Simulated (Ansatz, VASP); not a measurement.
**Sc3Ta in VASP and in Ansatz**

```
CELL_PARAMETERS angstrom
6.06679 0.00000 0.00000
-3.03339 5.25399 0.00000
0.00000 0.00000 4.57562
ATOMIC_POSITIONS crystal
Sc 0.33265 0.00000 0.50000
Sc 0.00000 0.33265 0.50000
Sc 0.66735 0.66735 0.50000
Sc 0.66735 0.00000 0.50000
Sc 0.00000 0.66735 0.50000
Sc 0.33265 0.33265 0.50000
Ta 0.00000 0.00000 0.70407
Ta 0.00000 0.00000 0.29593
```

Alike in both runs: task single point; functional PBE; k mesh 3 × 3 × 4; occupations gaussian, width 0.1 eV; no spin polarisation.

```csv
,VASP,Ansatz
version,VASP 6.6.1,Ansatz 0.2.0
potentials or method,"VASP PAW PBE potentials, release 64 (Sc_sv, Ta_pv), cutoff 520 eV","scalar-relativistic, plane waves, PAW"
valence electrons in the cell,88,92
```

|  | VASP | Ansatz | Ansatz less VASP |
| --- | --- | --- | --- |
| gap on the k mesh at the Fermi level (eV) | none | none | - |
| rms of the force components (eV/Å) | 11.696 | 11.335 | -0.3617 |

Atom by atom the forces differ by 0.458 eV/Å (rms over components). A gap of «none» marks a metal or a gap that the smearing closes. The functional is the same, so the differences come from potentials, cutoffs and numerics. VASP's potentials hold 88 valence electrons a cell and Ansatz's 92, so a difference there can come from the potentials and not from the codes.

The k mesh is coarse, so the values compare programs but aren't converged. Neither program's run includes spin-orbit coupling.
